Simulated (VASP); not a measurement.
Wanted: the native input for a VASP 6.6.1 run.

| Item | Value |
| --- | --- |
| Task | single point |
| Functional | PBE |
| Dispersion | D3(BJ) |
| Potentials or basis | VASP PAW PBE potentials, release 64 (Au) |
| Cutoff | 520 eV |
| k mesh | 18 × 18 × 18 |
| Occupations | gaussian, width 0.1 eV |
| Spin | no spin polarisation |
| Dipole correction | no |
| Further INCAR settings | ALGO = Normal; EDIFF = 1e-06; NBANDS = 12 |

The structure of Au lies in POSCAR:

```
Au
1.0
    0.0000000000      2.0097230174      2.0097230174
    2.0097230174      0.0000000000      2.0097230174
    2.0097230174      2.0097230174      0.0000000000
Au
1
Direct
    0.0000000000      0.0000000000      0.0000000000
```

These files were run (other wordings do the same):

INCAR

```
SYSTEM = Au
PREC = Accurate
ENCUT = 520
EDIFF = 1E-6
ISMEAR = 0
SIGMA = 0.1
LREAL = .FALSE.
LASPH = .TRUE.
NELM = 60
ALGO = Normal
ISIF = 2
LWAVE = .FALSE.
LCHARG = .FALSE.
GGA = PE
IVDW = 12
NBANDS = 12
```

KPOINTS

```
Automatic mesh
0
G
  18 18 18
  0 0 0
```

Potentials or basis: VASP PAW PBE potentials, release 64 (Au).

Launch:

```bash
$ cat potpaw_PBE.64/Au/POTCAR > POTCAR
$ mpirun -np 1 vasp_std > vasp.out
```

Results of the run:

```yaml
Pressure: 11.7 GPa
Band_gap_on_the_k_mesh: zero (an odd number of electrons rules out a gap without spin polarisation)
Dispersion_energy_per_atom: -0.700 eV
```

Caveat: the cell stands under pressure; spin-orbit coupling is left out, which moves the levels of the heavy elements.

Run time: 40 s on 1 thread of Intel Xeon 8259CL, with other jobs on the host, peak memory 0.18 GiB.
